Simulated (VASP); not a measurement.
Ge, 1 atom in the cell. The structure is cubic, space group Im-3m (No. 229). The conventional cell has a = 2.774 Å, b = 2.774 Å, c = 2.774 Å, α = 90.00°, β = 90.00°, γ = 90.00°. Ge (site symmetry m-3m) has 14 Ge at 2.40 to 2.77 Å within 3.2 Å. 

```yaml
Program: VASP 6.6.1
Task: relaxation of cell and atoms
Functional: LDA
Potentials_or_basis: VASP PAW LDA potentials, release 64 (Ge_d)
Cutoff: 600 eV
k_mesh: 19 × 19 × 19
Occupations: fermi-dirac, width 0.08 eV
Spin: no spin polarisation
Target_pressure: 130 GPa
Dipole_correction: no
Further_INCAR_settings: ALGO = Normal; EDIFF = 1e-07; IBRION = 2; EDIFFG = -0.005; NSW = 32; ISIF = 3
```

Potentials or basis: VASP PAW LDA potentials, release 64 (Ge_d).

The run is started by

```bash
$ cat potpaw_LDA.64/Ge_d/POTCAR > POTCAR
$ mpirun -np 1 vasp_std > vasp.out
```

Hardware: 1 thread of Intel(R) Xeon(R) Platinum 8488C (Sapphire Rapids), with other jobs on the host.

Question: How long does it take, and how much memory?

Answer: Run time: 40 s on 1 thread of Intel(R) Xeon(R) Platinum 8488C (Sapphire Rapids) (shared host), peak memory 0.14 GiB. Counts: scf iterations 25, k points 220, ion steps 3.
